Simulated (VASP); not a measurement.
The system is AlN.

```
Al N
1.0
     0.00000    2.01887    1.93811
     2.01887    0.00000    1.93811
     2.01887    2.01887    0.00000
Al N
1 1
Direct
  0.00000 0.00000 0.00000
  0.50000 0.50000 0.50000
```

This cell differs from its parent crystal: uniaxial z strain -4.0%.

Base run:

- Program: VASP 6.6.1
- Functional: r2SCAN
- Potentials or basis: VASP PAW PBE potentials, release 64 (Al, N)
- Cutoff: 520 eV
- k mesh: 10 × 10 × 10
- Occupations: gaussian, width 0.01 eV
- Spin: no spin polarisation

Its results: band gap on the k mesh 5.54 eV, indirect (least direct gap 7.07 eV); pressure 12.3 GPa.

The run is repeated on the same cell with these changes: functional from r2SCAN to PBE; k mesh from 10 × 10 × 10 to 6 × 6 × 6. What comes out?

Band gap on the k mesh 4.71 eV, indirect (least direct gap 6.21 eV); pressure 19.3 GPa.

Several settings changed at once, so the effect can't be laid on one alone.

Caveats: some runs use coarse meshes; the PAW data sets were made with another functional, which shifts forces and pressure a little (some runs).

A k mesh can miss the band edges.
